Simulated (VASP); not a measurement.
Runs of VASP 6.6.1 on TiRh. The structure is that of space group P4/mmm (No. 123), or close to it. The cells are those of the table. 

| task | potentials or basis | cell | cutoff (eV) | second run | gap on the mesh (eV) | pressure (GPa) |
| --- | --- | --- | --- | --- | --- | --- |
| electric field gradients | VASP PAW LDA potentials, release 64 (Ti_sv, Rh_pv) | a = 2.841, b = 2.841, c = 3.335 Å, 2 atoms | 520 | - | none | (a) |
| electric field gradients | VASP PAW LDA potentials, release 64 (Ti_sv, Rh_pv) | a = 2.947, b = 2.947, c = 3.444 Å, 2 atoms | 520 | - | none | -11.7 |
| electric field gradients | VASP PAW LDA potentials, release 64 (Ti_sv, Rh_pv) | a = 2.239, b = 2.239, c = 2.984 Å, 2 atoms | 520 | - | none | (b) |
| relaxation of shape and atoms at fixed volume | VASP PAW LDA potentials, release 64 (Ti_sv, Rh_sv_GW) | relaxed from a = 2.372, b = 2.372, c = 2.659 Å, 2 atoms | 530 | valence_matched | none | 505.2 |
| single point | VASP PAW LDA potentials, release 64 (Ti_sv, Rh_sv_GW) | a = 2.239, b = 2.239, c = 2.984 Å, 2 atoms | 530 | valence_matched | none | 504.9 |
| relaxation of shape and atoms at fixed volume | VASP PAW LDA potentials, release 64 (Ti_sv, Rh_pv) | relaxed from a = 2.372, b = 2.372, c = 2.659 Å, 2 atoms | 600 | - | none | 511.0 |
| single point | VASP PAW LDA potentials, release 64 (Ti_sv, Rh_pv) | a = 2.947, b = 2.947, c = 3.444 Å, 2 atoms | 520 | - | none | -11.8 |
| electric field gradients | VASP PAW LDA potentials, release 64 (Ti_sv, Rh_sv_GW) | a = 2.239, b = 2.239, c = 2.984 Å, 2 atoms | 460 | valence_matched | none | 503.7 |

Alike in all rows: level LDA; no spin polarisation; k mesh 12 × 12 × 11; smearing fermi-dirac 0.05 eV.

**Question.** Estimate the missing entries.

**Answer.** (a) 11.3; (b) 511.1.

A k mesh can miss the band edges, and the runs leave out spin-orbit coupling on Rh.

A gap of «none» marks levels without a gap at the run's occupations.

The runs don't all hold the same shells in valence.
